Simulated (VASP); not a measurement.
# CaO (Lime) (Fm-3m) in VASP: notebook

Aim: see how the results for CaO (Lime) move with the level of theory and the settings. Levels: PBE, r2SCAN. Tasks: single point.

All numbers are computed with VASP 6.6.1; they aren't measurements. Logs are shortened: lines on timing, memory, paths and dates and some standing lists are left out, and cuts for length are marked.

**1. The cell of the first run**

It takes space group Fm-3m (No. 225, cubic). Conventional cell: a = 4.795 Å, b = 4.795 Å, c = 4.795 Å, α = 90.00°, β = 90.00°, γ = 90.00°. Ca (site symmetry m-3m) has 6 O at 2.40 Å within 3.2 Å. O (site symmetry m-3m) has 6 Ca at 2.40 Å within 3.2 Å.

**2. Single point, PBE**

INCAR reads:

```
SYSTEM = CaO
  PREC = Accurate
  ENCUT = 520
  EDIFF = 1E-6
  ISMEAR = 0
  SIGMA = 0.01
  LREAL = .False.
  LASPH = .True.
  NELM = 100
  ALGO = Normal
  ISIF = 2
  LWAVE = .False.
  LCHARG = .False.
  GGA = PE
  NBANDS = 15
```

KPOINTS reads:

```
regular mesh
0
Gamma
  8 8 8
  0 0 0
```

POSCAR reads:

```
CaO
1.0
    0.0000000000      2.3975473901      2.3975473901
    2.3975473901      0.0000000000      2.3975473901
    2.3975473901      2.3975473901      0.0000000000
Ca O
1 1
Direct
    0.0000000000      0.0000000000      0.0000000000
    0.5000000000      0.5000000000      0.5000000000
```

Potentials or basis: VASP PAW PBE potentials, release 64 (Ca_sv, O).

On the command line:

```
$ cat potpaw_PBE.64/Ca_sv/POTCAR potpaw_PBE.64/O/POTCAR > POTCAR
$ mpirun -np 1 vasp_std > vasp.out
```

OUTCAR:

```text
SYSTEM = CaO
   PREC = Accurate
   ENCUT = 520
   EDIFF = 1E-6
   ISMEAR = 0
   LREAL = .False.
   LASPH = .True.
   NELM = 100
   ISIF = 2
   GGA = PE

 ion  position               nearest neighbor table
   1  0.000  0.000  0.000-   2 2.40   2 2.40   2 2.40   2 2.40   2 2.40   2 2.40
   2  0.500  0.500  0.500-   1 2.40   1 2.40   1 2.40   1 2.40   1 2.40   1 2.40

  LATTYP: Found a face centered cubic cell.
 ALAT       =     4.7950947802

  Lattice vectors:

 A1 = (   0.0000000000,   2.3975473901,   2.3975473901)
 A2 = (   2.3975473901,   0.0000000000,   2.3975473901)
 A3 = (   2.3975473901,   2.3975473901,   0.0000000000)

Analysis of symmetry for initial positions (statically):
=====================================================================
 Subroutine PRICEL returns:
 Original cell was already a primitive cell.

 Routine SETGRP: Setting up the symmetry group for a
 face centered cubic supercell.

 Subroutine GETGRP returns: Found 48 space group operations
 (whereof 48 operations were pure point group operations)
 out of a pool of 48 trial point group operations.

The static configuration has the point symmetry O_h .

Analysis of symmetry for dynamics (positions and initial velocities):
=====================================================================
 Subroutine PRICEL returns:
 Original cell was already a primitive cell.

 Routine SETGRP: Setting up the symmetry group for a
 face centered cubic supercell.

 Subroutine GETGRP returns: Found 48 space group operations
 (whereof 48 operations were pure point group operations)
 out of a pool of 48 trial point group operations.

The dynamic configuration has the point symmetry O_h .

 Subroutine INISYM returns: Found 48 space group operations
 (whereof 48 operations are pure point group operations),
 and found     1 'primitive' translations

----------------------------------------------------------------------------------------

                                     Primitive cell

  volume of cell :      27.5633

  direct lattice vectors                    reciprocal lattice vectors
     0.000000000  2.397547390  2.397547390    -0.208546451  0.208546451  0.208546451
     2.397547390  0.000000000  2.397547390     0.208546451 -0.208546451  0.208546451
     2.397547390  2.397547390  0.000000000     0.208546451  0.208546451 -0.208546451

  length of vectors
     3.390644036  3.390644036  3.390644036     0.361213049  0.361213049  0.361213049

  position of ions in fractional coordinates (direct lattice)
     0.000000000  0.000000000  0.000000000
     0.500000000  0.500000000  0.500000000

  ion indices of the primitive-cell ions
   primitive index   ion index
                 1           1
                 2           2

----------------------------------------------------------------------------------------

 KPOINTS: regular mesh

Automatic generation of k-mesh.
 Grid dimensions read from file:
 generate k-points for:    8    8    8

 Generating k-lattice:

  Cartesian coordinates                     Fractional coordinates (reciprocal lattice)
    -0.026068306  0.026068306  0.026068306     0.125000000  0.000000000  0.000000000
     0.026068306 -0.026068306  0.026068306     0.000000000  0.125000000  0.000000000
     0.026068306  0.026068306 -0.026068306     0.000000000  0.000000000  0.125000000

  Length of vectors
     0.045151631  0.045151631  0.045151631

  Shift w.r.t. Gamma in fractional coordinates (k-lattice)
     0.000000000  0.000000000  0.000000000

 Subroutine IBZKPT returns following result:
 ===========================================

 Found     29 irreducible k-points:

 Following reciprocal coordinates:
            Coordinates               Weight
  0.000000  0.000000  0.000000      1.000000
  0.125000  0.000000  0.000000      8.000000
  0.250000  0.000000  0.000000      8.000000
  0.375000  0.000000  0.000000      8.000000
  0.500000  0.000000  0.000000      4.000000
  0.125000  0.125000  0.000000      6.000000
[... 16 lines left out ...]
  0.500000  0.250000  0.125000     48.000000
 -0.375000  0.250000  0.125000     24.000000
 [... further k-points ...]
   k-points           NKPTS =     29   k-points in BZ     NKDIM =     29   number of bands    NBANDS=     15
   number of dos      NEDOS =    301   number of ions     NIONS =      2
   total plane-waves  NPLWV =  21952
   dimension x,y,z NGX =    28 NGY =   28 NGZ =   28
   dimension x,y,z NGXF=    56 NGYF=   56 NGZF=   56
   ions per type =               1   1
   NGX,Y,Z   is equivalent  to a cutoff of  13.73, 13.73, 13.73 a.u.
   NGXF,Y,Z  is equivalent  to a cutoff of  27.46, 27.46, 27.46 a.u.
 SYSTEM =  CaO
   PREC   = accura    normal or accurate (medium, high low for compatibility)
   ISTART =      0    job   : 0-new  1-cont  2-samecut
   ICHARG =      2    charge: 1-file 2-atom 10-const
   ISPIN  =      1    spin polarized calculation?
   LNONCOLLINEAR =      F non collinear calculations
   LSORBIT =      F    spin-orbit coupling
   LASPH  =      T    aspherical Exc in radial PAW
   ENCUT  =  520.0 eV  38.22 Ry    6.18 a.u.   6.30  6.30  6.30*2*pi/ulx,y,z
   NELM   =    100;   NELMIN=  2; NELMDL= -5     # of ELM steps
   EDIFF  = 0.1E-05   stopping-criterion for ELM
   LREAL  =      F    real-space projection
   EDIFFG = 0.1E-04   stopping-criterion for IOM
   NSW    =      0    number of steps for IOM
   IBRION =     -1    ionic relax: 0-MD 1-quasi-New 2-CG
   NFREE  =      0    steps in history (QN), initial steepest desc. (CG)
   ISIF   =      2    stress and relaxation
   ISYM   =      2    0-nonsym 1-usesym 2-fastsym
   POTIM  = 0.5000    time-step for ionic-motion
   TEBEG  =    0.0;   TEEND  =   0.0 temperature during run
   PSTRESS=    0.0 pullay stress
   NELECT =      16.0000    total number of electrons
   NUPDOWN=      -1.0000    fix difference up-down
   EMIN   =  10.00;   EMAX   =-10.00  energy-range for DOS
   EFERMI =   0.00;   METHOD = LEGACY
   ISMEAR =     0;   SIGMA  =   0.01  broadening in eV -4-tet -1-fermi 0-gaus
   EFERMI_NEDOS =   21; number of points for ismear=-14 and -15
   IALGO  =     38    algorithm
   IMIX   =      4    mixing-type and parameters
     AMIX     =   0.40;   BMIX     =  1.00
     AMIX_MAG =   1.60;   BMIX_MAG =  1.00
  volume/ion in A,a.u.               =      13.78        93.00
  Fermi-wavevector in a.u.,A,eV,Ry     =   1.365644  2.580694 25.374656  1.864985
  Thomas-Fermi vector in A             =   2.491855
   LORBIT       =      0    0 simple, 1 ext, 2 COOP (PROOUT), +10 PAW based schemes
   GGA     = PE    functional components
   LHFCALC =     F    Hartree Fock is set to
   AEXX    =    0.0000 exact exchange contribution
   IVDW    =     0    specifies the selected vdW correction
   LEPSILON=     F    determine dielectric tensor
   LRPA    =     F    only Hartree local field effects (RPA)
 non-spin polarized calculation
 Gauss-broadening in eV      SIGMA  =   0.01
  energy-cutoff  :      520.00
  volume of cell :       27.56
 maximum number of plane-waves:       754
 NGX is ok and might be reduce to    28
   NGX = 13   NGY = 13   NGZ = 13

 number of electron      15.9999997 magnetization

 Free energy of the ion-electron system (eV)
  ---------------------------------------------------
  ext. energy  EPLUGINS =         0.00000000
  ---------------------------------------------------
  free energy    TOTEN  =       -12.79770393 eV

  energy without entropy =      -12.79770393  energy(sigma->0) =      -12.79770393

 E-fermi :   2.4604     XC(G=0): -10.5098

 val. band max:        2.3904607940   @ k =   0.0000   0.0000   0.0000
 cond. band min:       6.0236031814   @ k =   0.5000   0.5000   0.0000
 fundamental gap:      3.6331423874
 Fermi energy:         2.4603838596

 k-point     1 :       0.0000    0.0000    0.0000
  band No.  band energies     occupation
      1     -35.2180      2.00000
      2     -15.9767      2.00000
      3     -15.9767      2.00000
      4     -15.9767      2.00000
      5     -13.1555      2.00000
      6       2.3905      2.00000
      7       2.3905      2.00000
      8       2.3905      2.00000
      9       7.1611      0.00000
     10       8.6330      0.00000
     11       8.6330      0.00000
     12       8.6330      0.00000
     13      10.1490      0.00000
     14      10.1490      0.00000
     15      17.5070      0.00000

 k-point     2 :       0.1250    0.0000    0.0000
  band No.  band energies     occupation
      1     -35.2026      2.00000
      2     -16.1958      2.00000
      3     -15.9848      2.00000
      4     -15.9848      2.00000
      5     -12.9263      2.00000
      6       1.8539      2.00000
      7       2.1771      2.00000
      8       2.1771      2.00000
      9       7.8456      0.00000
     10       8.5946      0.00000
     11       8.8996      0.00000
     12       8.8996      0.00000
     13      10.5209      0.00000
     14      10.5209      0.00000
     15      18.0915      0.00000

 k-point     3 :       0.2500    0.0000    0.0000
  band No.  band energies     occupation
      1     -35.1651      2.00000
      2     -16.6307      2.00000
      3     -16.0043      2.00000
      4     -16.0043      2.00000
      5     -12.4648      2.00000
      6       0.8479      2.00000
      7       1.7207      2.00000
      8       1.7207      2.00000
      9       8.6673      0.00000
     10       9.3076      0.00000
     11       9.5990      0.00000
     12       9.5990      0.00000
     13      11.4152      0.00000
     14      11.4152      0.00000
     15      18.4053      0.00000

 k-point     4 :       0.3750    0.0000    0.0000
  band No.  band energies     occupation
      1     -35.1274      2.00000
      2     -16.9891      2.00000
      3     -16.0235      2.00000
      4     -16.0235      2.00000
      5     -12.0765      2.00000
      6       0.0377      2.00000
      7       1.3246      2.00000
      8       1.3246      2.00000
      9       9.1289      0.00000
     10      10.4077      0.00000
     11      10.4077      0.00000
     12      10.5359      0.00000
     13      12.3881      0.00000
     14      12.3881      0.00000
     15      17.2826      0.00000
[... 307 lines left out ...]
 k-point    22 :       0.3750    0.2500    0.1250
  band No.  band energies     occupation
      1     -35.1379      2.00000
      2     -16.6698      2.00000
      3     -16.1395      2.00000
      4     -16.0411      2.00000
      5     -12.4204      2.00000
      6       0.5612      2.00000
      7       1.6031      2.00000
      8       1.8731      2.00000
      9       7.7776      0.00000
     10       9.5491      0.00000
     11      10.2969      0.00000
     12      10.6208      0.00000
     13      11.4045      0.00000
     14      12.6193      0.00000
     15      18.8760      0.00000

 k-point    23 :       0.5000    0.2500    0.1250
  band No.  band energies     occupation
      1     -35.1079      2.00000
      2     -16.8265      2.00000
      3     -16.2058      2.00000
      4     -16.0791      2.00000
      5     -12.2735      2.00000
      6       0.3802      2.00000
      7       1.3102      2.00000
      8       1.5438      2.00000
      9       8.2865      0.00000
     10       9.9248      0.00000
     11      10.8945      0.00000
     12      11.0032      0.00000
     13      12.3630      0.00000
     14      13.5625      0.00000
     15      17.2610      0.00000

 k-point    24 :      -0.3750    0.2500    0.1250
  band No.  band energies     occupation
      1     -35.0954      2.00000
      2     -16.8898      2.00000
      3     -16.2213      2.00000
      4     -16.1050      2.00000
      5     -12.2173      2.00000
      6       0.3286      2.00000
      7       1.2555      2.00000
      8       1.3242      2.00000
      9       9.1667      0.00000
     10       9.2472      0.00000
     11      11.1878      0.00000
     12      11.3824      0.00000
     13      12.6544      0.00000
     14      14.3778      0.00000
     15      16.3165      0.00000

 [... further k-points ...]

------------------------ aborting loop because EDIFF is reached ----------------------------------------

  FORCE on cell =-STRESS in cart. coord.  units (eV):
  Direction    XX          YY          ZZ          XY          YZ          ZX
  --------------------------------------------------------------------------------------
  -------------------------------------------------------------------------------------
  Total        0.5258014      0.5258014      0.5258014      0.0000000      0.0000000     -0.0000000
  in kB       30.5633318     30.5633318     30.5633318      0.0000000      0.0000000     -0.0000000
  external PRESSURE =      30.5633318 kB  Pullay stress =       0.0000000 kB

 VOLUME and BASIS-vectors are now :
 -----------------------------------------------------------------------------
  energy-cutoff  :      520.00
  volume of cell :       27.56
      direct lattice vectors                 reciprocal lattice vectors
     0.000000000  2.397547390  2.397547390    -0.208546451  0.208546451  0.208546451
     2.397547390  0.000000000  2.397547390     0.208546451 -0.208546451  0.208546451
     2.397547390  2.397547390  0.000000000     0.208546451  0.208546451 -0.208546451

 POSITION                                       TOTAL-FORCE (eV/Angst)
 -----------------------------------------------------------------------------------
      0.00000      0.00000      0.00000        -0.000000     -0.000000     -0.000000
      2.39755      2.39755      2.39755         0.000000      0.000000      0.000000
 -----------------------------------------------------------------------------------
    total drift:                                0.000000      0.000000      0.000000

  FREE ENERGIE OF THE ION-ELECTRON SYSTEM (eV)
  ---------------------------------------------------
  free  energy   TOTEN  =       -12.7977039260 eV

  energy  without entropy=      -12.7977039260  energy(sigma->0) =      -12.79770393
```

Run time: 6.7 s. Hardware: 1 thread of Intel Xeon 6975P-C (Granite Rapids), shared host; peak memory 0.15 GiB.

What came out:

| Quantity | Value |
| --- | --- |
| Free energy | -12.7977 eV |
| Pressure | 3.1 GPa |
| Band gap on the k mesh | 3.63 eV, indirect (least direct gap 4.01 eV) |

A k mesh can miss the band edges. PBE gaps usually lie below the measured ones, often by a third to a half.

(Continued in part 2 of 2.)
